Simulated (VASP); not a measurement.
A run of VASP 6.6.1:

The input INCAR:

```
SYSTEM = ZnSe
PREC = Accurate ; ENCUT = 500
EDIFF = 1E-6 ; ISMEAR = 0
SIGMA = 0.01 ; LREAL = .False.
LASPH = .True. ; NELM = 120
ALGO = Normal ; ISIF = 2
LWAVE = .False. ; LCHARG = .False.
GGA = PE ; NBANDS = 16
GGA_COMPAT = .False.
```

KPOINTS

```
regular mesh
0
Gamma
  8 8 8
  0 0 0
```

POSCAR

```
ZnSe
1.0
    0.0000000000      2.8338000000      2.8338000000
    2.8338000000      0.0000000000      2.8338000000
    2.8338000000      2.8338000000      0.0000000000
Zn Se
1 1
Direct
    0.0000000000      0.0000000000      0.0000000000
    0.7500000000      0.7500000000      0.7500000000
```

Potentials or basis: VASP PAW PBE potentials, release 64 (Zn, Se).

Launch:

```console
$ cat potpaw_PBE.64/Zn/POTCAR potpaw_PBE.64/Se/POTCAR > POTCAR
$ mpirun -np 1 vasp_std > vasp.out
```

Hardware: 1 thread of AMD EPYC 9R45 96-Core Processor (Zen 5) (shared host).

Question: Estimate the wall time of this run.

Answer: It took 12 s on 1 thread of AMD EPYC 9R45 96-Core Processor (Zen 5), on a shared host, peak memory 0.14 GiB. Counts: scf iterations 13, k points 29.
